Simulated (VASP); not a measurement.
# FeO (Fm-3m) in VASP: a series of runs

Runs on FeO. Level: PBE. Tasks: single point.

All numbers are computed with VASP 6.6.1; they aren't measurements. Logs are shortened: lines on timing, memory, paths and dates and some standing lists are left out, and cuts for length are marked.

**1. The cell of the first run**

The structure is cubic, space group Fm-3m (No. 225). The conventional cell has a = 4.223 Å, b = 4.223 Å, c = 4.223 Å, α = 90.00°, β = 90.00°, γ = 90.00°. Fe (site symmetry m-3m) has 6 O at 2.11 Å within 2.8 Å. O (site symmetry m-3m) has 6 Fe at 2.11 Å within 2.8 Å.

**2. Single point, PBE, collinear spin, ferromagnetic start (volume scaled by 0.94)**

INCAR reads:

```
  ALGO = Normal
  EDIFF = 1E-7
  ENCUT = 520
  GGA = PE
  ISIF = 2
  ISMEAR = -1
  ISPIN = 2
  LASPH = True
  LCHARG = False
  LMAXMIX = 4
  LORBIT = 11
  LREAL = False
  LWAVE = False
  MAGMOM = 4 0
  NBANDS = 18
  NELM = 150
  PREC = Accurate
  SIGMA = 0.05
```

KPOINTS reads:

```
k-points
0
Gamma
  11 11 11
```

POSCAR reads:

```
FeO
1.0
    0.0000000000      2.1114000555      2.1114000555
    2.1114000555      0.0000000000      2.1114000555
    2.1114000555      2.1114000555      0.0000000000
Fe O
1 1
Direct
    0.0000000000      0.0000000000      0.0000000000
    0.5000000000      0.5000000000      0.5000000000
```

Potentials or basis: VASP PAW PBE potentials, release 64 (Fe, O).

Command:

```sh
$ cat potpaw_PBE.64/Fe/POTCAR potpaw_PBE.64/O/POTCAR > POTCAR
$ mpirun -np 1 vasp_std > vasp.out
```

OUTCAR:

```text
EDIFF = 1E-7
   ENCUT = 520
   GGA = PE
   ISIF = 2
   ISMEAR = -1
   ISPIN = 2
   LASPH = True
   LORBIT = 11
   LREAL = False
   NELM = 150
   PREC = Accurate

 ion  position               nearest neighbor table
   1  0.000  0.000  0.000-   2 2.11   2 2.11   2 2.11   2 2.11   2 2.11   2 2.11
   2  0.500  0.500  0.500-   1 2.11   1 2.11   1 2.11   1 2.11   1 2.11   1 2.11

  LATTYP: Found a face centered cubic cell.
 ALAT       =     4.2228001110

  Lattice vectors:

 A1 = (   0.0000000000,   2.1114000555,   2.1114000555)
 A2 = (   2.1114000555,   0.0000000000,   2.1114000555)
 A3 = (   2.1114000555,   2.1114000555,   0.0000000000)

Analysis of symmetry for initial positions (statically):
=====================================================================
 Subroutine PRICEL returns:
 Original cell was already a primitive cell.

 Routine SETGRP: Setting up the symmetry group for a
 face centered cubic supercell.

 Subroutine GETGRP returns: Found 48 space group operations
 (whereof 48 operations were pure point group operations)
 out of a pool of 48 trial point group operations.

The static configuration has the point symmetry O_h .

Analysis of symmetry for dynamics (positions and initial velocities):
=====================================================================
 Subroutine PRICEL returns:
 Original cell was already a primitive cell.

 Routine SETGRP: Setting up the symmetry group for a
 face centered cubic supercell.

 Subroutine GETGRP returns: Found 48 space group operations
 (whereof 48 operations were pure point group operations)
 out of a pool of 48 trial point group operations.

The dynamic configuration has the point symmetry O_h .

Analysis of structural, dynamic, and magnetic symmetry:
=====================================================================
 Subroutine PRICEL returns:
 Original cell was already a primitive cell.

 Routine SETGRP: Setting up the symmetry group for a
 face centered cubic supercell.

 Subroutine GETGRP returns: Found 48 space group operations
 (whereof 48 operations were pure point group operations)
 out of a pool of 48 trial point group operations.

The overall configuration has the point symmetry O_h .

 Subroutine INISYM returns: Found 48 space group operations
 (whereof 48 operations are pure point group operations),
 and found     1 'primitive' translations

----------------------------------------------------------------------------------------

                                     Primitive cell

  volume of cell :      18.8253

  direct lattice vectors                    reciprocal lattice vectors
     0.000000000  2.111400055  2.111400055    -0.236809694  0.236809694  0.236809694
     2.111400055  0.000000000  2.111400055     0.236809694 -0.236809694  0.236809694
     2.111400055  2.111400055  0.000000000     0.236809694  0.236809694 -0.236809694

  length of vectors
     2.985970594  2.985970594  2.985970594     0.410166421  0.410166421  0.410166421

  position of ions in fractional coordinates (direct lattice)
     0.000000000  0.000000000  0.000000000
     0.500000000  0.500000000  0.500000000

  ion indices of the primitive-cell ions
   primitive index   ion index
                 1           1
                 2           2

----------------------------------------------------------------------------------------

 KPOINTS: k-points

Automatic generation of k-mesh.
 Grid dimensions read from file:
 generate k-points for:   11   11   11

 Generating k-lattice:

  Cartesian coordinates                     Fractional coordinates (reciprocal lattice)
    -0.021528154  0.021528154  0.021528154     0.090909091  0.000000000  0.000000000
     0.021528154 -0.021528154  0.021528154     0.000000000  0.090909091  0.000000000
     0.021528154  0.021528154 -0.021528154     0.000000000  0.000000000  0.090909091

  Length of vectors
     0.037287856  0.037287856  0.037287856

  Shift w.r.t. Gamma in fractional coordinates (k-lattice)
     0.000000000  0.000000000  0.000000000

 Subroutine IBZKPT returns following result:
 ===========================================

 Found     56 irreducible k-points:

 Following reciprocal coordinates:
            Coordinates               Weight
  0.000000  0.000000  0.000000      1.000000
  0.090909  0.000000  0.000000      8.000000
  0.181818  0.000000  0.000000      8.000000
  0.272727  0.000000  0.000000      8.000000
  0.363636  0.000000  0.000000      8.000000
  0.454545  0.000000  0.000000      8.000000
[... 16 lines left out ...]
 -0.272727  0.181818  0.000000     24.000000
 -0.181818  0.181818  0.000000     12.000000
 [... further k-points ...]
   k-points           NKPTS =     56   k-points in BZ     NKDIM =     56   number of bands    NBANDS=     18
   number of dos      NEDOS =    301   number of ions     NIONS =      2
   total plane-waves  NPLWV =  13824
   dimension x,y,z NGX =    24 NGY =   24 NGZ =   24
   dimension x,y,z NGXF=    48 NGYF=   48 NGZF=   48
   ions per type =               1   1
   NGX,Y,Z   is equivalent  to a cutoff of  13.36, 13.36, 13.36 a.u.
   NGXF,Y,Z  is equivalent  to a cutoff of  26.72, 26.72, 26.72 a.u.
 SYSTEM =  unknown system
   PREC   = accura    normal or accurate (medium, high low for compatibility)
   ISTART =      0    job   : 0-new  1-cont  2-samecut
   ICHARG =      2    charge: 1-file 2-atom 10-const
   ISPIN  =      2    spin polarized calculation?
   LNONCOLLINEAR =      F non collinear calculations
   LSORBIT =      F    spin-orbit coupling
   LASPH  =      T    aspherical Exc in radial PAW
   ENCUT  =  520.0 eV  38.22 Ry    6.18 a.u.   5.55  5.55  5.55*2*pi/ulx,y,z
   NELM   =    150;   NELMIN=  2; NELMDL= -5     # of ELM steps
   EDIFF  = 0.1E-06   stopping-criterion for ELM
   LREAL  =      F    real-space projection
   EDIFFG = 0.1E-05   stopping-criterion for IOM
   NSW    =      0    number of steps for IOM
   IBRION =     -1    ionic relax: 0-MD 1-quasi-New 2-CG
   NFREE  =      0    steps in history (QN), initial steepest desc. (CG)
   ISIF   =      2    stress and relaxation
   ISYM   =      2    0-nonsym 1-usesym 2-fastsym
   POTIM  = 0.5000    time-step for ionic-motion
   TEBEG  =    0.0;   TEEND  =   0.0 temperature during run
   PSTRESS=    0.0 pullay stress
   NELECT =      14.0000    total number of electrons
   NUPDOWN=      -1.0000    fix difference up-down
   EMIN   =  10.00;   EMAX   =-10.00  energy-range for DOS
   EFERMI =   0.00;   METHOD = LEGACY
   ISMEAR =    -1;   SIGMA  =   0.05  broadening in eV -4-tet -1-fermi 0-gaus
   EFERMI_NEDOS =   21; number of points for ismear=-14 and -15
   IALGO  =     38    algorithm
   IMIX   =      4    mixing-type and parameters
     AMIX     =   0.40;   BMIX     =  1.00
     AMIX_MAG =   1.60;   BMIX_MAG =  1.00
  volume/ion in A,a.u.               =       9.41        63.52
  Fermi-wavevector in a.u.,A,eV,Ry     =   1.483213  2.802867 29.931757  2.199922
  Thomas-Fermi vector in A             =   2.596903
   LORBIT       =     11    0 simple, 1 ext, 2 COOP (PROOUT), +10 PAW based schemes
   GGA     = PE    functional components
   LHFCALC =     F    Hartree Fock is set to
   AEXX    =    0.0000 exact exchange contribution
   IVDW    =     0    specifies the selected vdW correction
   LEPSILON=     F    determine dielectric tensor
   LRPA    =     F    only Hartree local field effects (RPA)
 spin polarized calculation
  energy-cutoff  :      520.00
  volume of cell :       18.83
 maximum number of plane-waves:       532
 NGX is ok and might be reduce to    24
   NGX = 11   NGY = 11   NGZ = 11

 number of electron      14.0000002 magnetization       3.9975578

 Free energy of the ion-electron system (eV)
  ---------------------------------------------------
  ext. energy  EPLUGINS =         0.00000000
  ---------------------------------------------------
  free energy    TOTEN  =       -14.88817022 eV

  energy without entropy =      -14.87706713  energy(sigma->0) =      -14.88261868

 E-fermi :   6.8863     XC(G=0): -12.5097

 val. band max:        6.8857833399   @ k =  -0.3636   0.2727   0.0909
 cond. band min:       6.9006558665   @ k =  -0.1818   0.0909   0.0000
 fundamental gap:      0.0148725266
 Fermi energy:         6.8862914697

 spin component 1

 k-point     1 :       0.0000    0.0000    0.0000
  band No.  band energies     occupation
      1     -14.3528      1.00000
      2       2.8721      1.00000
      3       2.8721      1.00000
      4       2.8721      1.00000
      5       2.9486      1.00000
      6       2.9486      1.00000
[... 10 lines left out ...]
     17      28.6994      0.00000
     18      31.4791      0.00000
[... 463 lines left out ...]
 k-point    24 :      -0.1818    0.1818    0.0000
  band No.  band energies     occupation
      1     -13.5619      1.00000
      2      -0.7634      1.00000
      3       0.3793      1.00000
      4       0.8809      1.00000
      5       3.3452      1.00000
      6       3.6814      1.00000
[... 10 lines left out ...]
     17      34.4737      0.00000
     18      36.1913      0.00000

 [... further k-points ...]

 spin component 2

 k-point     1 :       0.0000    0.0000    0.0000
  band No.  band energies     occupation
      1     -13.7975      1.00000
      2       3.4597      1.00000
      3       3.4597      1.00000
      4       3.4597      1.00000
      5       6.0669      1.00000
      6       6.0671      1.00000
[... 10 lines left out ...]
     17      30.3194      0.00000
     18      32.6000      0.00000
[... 463 lines left out ...]
 k-point    24 :      -0.1818    0.1818    0.0000
  band No.  band energies     occupation
      1     -12.9920      1.00000
      2       0.1327      1.00000
      3       1.8693      1.00000
      4       1.9200      1.00000
      5       6.5986      0.99684
      6       6.8405      0.71435
[... 10 lines left out ...]
     17      35.2828      0.00000
     18      36.9927      0.00000

 [... further k-points ...]

------------------------ aborting loop because EDIFF is reached ----------------------------------------

  FORCE on cell =-STRESS in cart. coord.  units (eV):
  Direction    XX          YY          ZZ          XY          YZ          ZX
  --------------------------------------------------------------------------------------
  -------------------------------------------------------------------------------------
  Total        1.5484546      1.5484546      1.5484546      0.0000000      0.0000000      0.0000000
  in kB      131.7854520    131.7854520    131.7854520      0.0000000      0.0000000      0.0000000
  external PRESSURE =     131.7854520 kB  Pullay stress =       0.0000000 kB

 VOLUME and BASIS-vectors are now :
 -----------------------------------------------------------------------------
  energy-cutoff  :      520.00
  volume of cell :       18.83
      direct lattice vectors                 reciprocal lattice vectors
     0.000000000  2.111400055  2.111400055    -0.236809694  0.236809694  0.236809694
     2.111400055  0.000000000  2.111400055     0.236809694 -0.236809694  0.236809694
     2.111400055  2.111400055  0.000000000     0.236809694  0.236809694 -0.236809694

 POSITION                                       TOTAL-FORCE (eV/Angst)
 -----------------------------------------------------------------------------------
      0.00000      0.00000      0.00000         0.000000     -0.000000     -0.000000
      2.11140      2.11140      2.11140         0.000000      0.000000      0.000000
 -----------------------------------------------------------------------------------
    total drift:                                0.000000     -0.000000     -0.000000

  FREE ENERGIE OF THE ION-ELECTRON SYSTEM (eV)
  ---------------------------------------------------
  free  energy   TOTEN  =       -14.8881702246 eV

  energy  without entropy=      -14.8770671273  energy(sigma->0) =      -14.88261868

 total charge

# of ion       s       p       d       tot
------------------------------------------
    1        0.306   0.403   6.133   6.841
    2        1.557   3.472   0.000   5.029
--------------------------------------------------
tot          1.863   3.874   6.133  11.870

 magnetization (x)

# of ion       s       p       d       tot
------------------------------------------
    1        0.027   0.023   3.557   3.607
    2        0.033   0.282   0.000   0.314
--------------------------------------------------
tot          0.060   0.304   3.557   3.921
```

Run time: 2.4 min. Hardware: 1 thread of AMD EPYC 7R13, shared host; peak memory 0.14 GiB.

What came out:

```
Free energy                                           : -14.8882 eV
Pressure                                              : 13.2 GPa
Band gap on the k mesh                                : zero (filled and empty bands overlap)
Net moment                                            : 4.00 μB per cell
Site moments                                          : Fe +3.61; O +0.31 μB
Valence electrons inside the program's atomic spheres : Fe 6.84; O 5.03
```

Caveat: a cell with one magnetic atom can't hold antiferromagnetic order, which such compounds often take; semilocal functionals often make such compounds metallic where correlation or magnetic order opens a gap, which also shifts bond lengths.

**3. Single point, PBE, collinear spin, ferromagnetic start (volume scaled by 0.96)**

INCAR reads:

```
SYSTEM = FeO
PREC = Accurate ; ENCUT = 520
EDIFF = 1E-6 ; ISMEAR = -1
SIGMA = 0.05 ; LREAL = .FALSE.
LASPH = .TRUE. ; NELM = 150
ALGO = Normal ; ISIF = 2
LWAVE = .FALSE. ; LCHARG = .FALSE.
ISPIN = 2 ; MAGMOM = 4 0
LORBIT = 11 ; LMAXMIX = 4
GGA = PE ; NBANDS = 18
```

KPOINTS reads:

```
regular mesh
0
G
  11 11 11
  0 0 0
```

POSCAR reads:

```
FeO
1.0
    0.0000000000      2.1262695598      2.1262695598
    2.1262695598      0.0000000000      2.1262695598
    2.1262695598      2.1262695598      0.0000000000
Fe O
1 1
Direct
    0.0000000000      0.0000000000      0.0000000000
    0.5000000000      0.5000000000      0.5000000000
```

Potentials or basis: VASP PAW PBE potentials, release 64 (Fe, O).

Command:

```sh
$ cat potpaw_PBE.64/Fe/POTCAR potpaw_PBE.64/O/POTCAR > POTCAR
$ mpirun -np 1 vasp_std > vasp.out
```

Run time: 2.1 min. Hardware: 1 thread of AMD EPYC 7R13, shared host; peak memory 0.14 GiB.

Results (log left out):

- Free energy: -14.9154 eV
- Pressure: 8.2 GPa
- Band gap on the k mesh: zero (filled and empty bands overlap)
- Net moment: 4.00 μB per cell
- Site moments: Fe +3.61; O +0.31 μB
- Valence electrons inside the program's atomic spheres: Fe 6.80; O 5.02

Levels at points of the mesh, in eV from the Fermi level:
Spin up:
| k point | band 7 | band 8 | band 9 | band 10 | band 11 | band 12 |
| --- | --- | --- | --- | --- | --- | --- |
| (0.00, 0.00, 0.00) | -3.91 | -3.68 | -3.68 | 0.33 | 15.61 | 17.38 |
Spin down:
```csv
k point,band 1,band 2,band 3,band 4,band 5,band 6,band 7,band 8,band 9,band 10
"(0.00, 0.00, 0.00)",-20.51,-3.36,-3.36,-3.36,-0.79,-0.79,-0.79,0.18,0.18,1.14
```

Caveat: a cell with one magnetic atom can't hold antiferromagnetic order, which such compounds often take; semilocal functionals often make such compounds metallic where correlation or magnetic order opens a gap, which also shifts bond lengths.

**4. Single point, PBE, collinear spin, ferromagnetic start (volume scaled by 0.98)**

INCAR reads:

```
ALGO     = Normal         # electronic algorithm
EDIFF    = 1E-7           # SCF threshold, eV
ENCUT    = 520            # plane-wave cutoff, eV
GGA      = PE             # functional
ISIF     = 2              # what is computed and relaxed
ISMEAR   = -1             # smearing method
ISPIN    = 2              # spin polarisation
LASPH    = T              # aspherical terms in the spheres
LCHARG   = F              # write CHGCAR
LMAXMIX  = 4              # l up to which the mixer works
LORBIT   = 11             # projections on sites
LREAL    = F              # projectors in reciprocal space
LWAVE    = F              # write WAVECAR
MAGMOM   = 4 0            # initial moments
NBANDS   = 18             # bands
NELM     = 150            # most SCF steps
PREC     = Accurate       # precision mode
SIGMA    = 0.05           # smearing width, eV
```

KPOINTS reads:

```
k-points
0
Gamma
  11 11 11
```

POSCAR reads:

```
FeO
1.0
    0.0000000000      2.1409339512      2.1409339512
    2.1409339512      0.0000000000      2.1409339512
    2.1409339512      2.1409339512      0.0000000000
Fe O
1 1
Direct
    0.0000000000      0.0000000000      0.0000000000
    0.5000000000      0.5000000000      0.5000000000
```

Command:

```sh
$ cat potpaw_PBE.64/Fe/POTCAR potpaw_PBE.64/O/POTCAR > POTCAR
$ mpirun -np 1 vasp_std > vasp.out
```

Run time: 2.3 min. Hardware: 1 thread of AMD EPYC 7R13, shared host; peak memory 0.14 GiB.

The run converged. Its results:

```yaml
Free_energy: -14.9309 eV
Pressure: 3.8 GPa
Band_gap_on_the_k_mesh: zero (filled and empty bands overlap)
Net_moment: 4.00 μB per cell
Site_moments: Fe +3.62; O +0.31 μB
Valence_electrons_inside_the_program's_atomic_spheres: Fe 6.76; O 5.00
```

Levels at points of the mesh, in eV from the Fermi level:
Spin up:
```tsv
k point	band 5	band 6	band 7	band 8	band 9	band 10	band 11	band 12	band 13	band 14
(0.00, 0.00, 0.00)	-3.87	-3.87	-3.87	-3.68	-3.68	0.21	15.54	17.21	17.21	17.21
```
Spin down:
```
           k point  band 1  band 2  band 3  band 4  band 5  band 6  band 7  band 8  band 9  band 10
(0.00, 0.00, 0.00)  -20.35   -3.30   -3.30   -3.30   -0.76   -0.76   -0.76    0.19    0.19     1.01
```

Caveat: a cell with one magnetic atom can't hold antiferromagnetic order, which such compounds often take; semilocal functionals often make such compounds metallic where correlation or magnetic order opens a gap, which also shifts bond lengths.

(Continued in part 2 of 2.)
